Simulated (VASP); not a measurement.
ZnS, 2 atoms in the cell. Symmetry: F-43m, No. 216, cubic system. Conventional cell: a = 5.404 Å, b = 5.404 Å, c = 5.404 Å, α = 90.00°, β = 90.00°, γ = 90.00°. Within 3.1 Å of Zn (site symmetry -43m) lie 4 S at 2.34 Å. S (site symmetry -43m) has 4 Zn at 2.34 Å within 3.1 Å. 

| Quantity | Value |
| --- | --- |
| Program | VASP 6.6.1 |
| Task | vibrations by perturbation theory |
| Functional | LDA |
| Potentials or basis | VASP PAW LDA potentials, release 64 (Zn, S) |
| Cutoff | 520 eV |
| k mesh | 7 × 7 × 7 |
| Occupations | fermi-dirac, width 0.05 eV |
| Spin | no spin polarisation |
| Dipole correction | no |
| Further INCAR settings | ALGO = Normal; EDIFF = 1e-08; IBRION = 8; NSW = 1 |

Potentials or basis: VASP PAW LDA potentials, release 64 (Zn, S).

The run is started by

```sh
$ cat potpaw_LDA.64/Zn/POTCAR potpaw_LDA.64/S/POTCAR > POTCAR
$ mpirun -np 1 vasp_std > vasp.out
```

Hardware: 1 thread of Intel Xeon 8259CL (shared host).

Task: How long does it take, and how much memory?

Result: Wall time 2 min on 1 thread of Intel Xeon 8259CL (shared host), peak memory 0.22 GiB. Counts: scf iterations 40, k points 20.
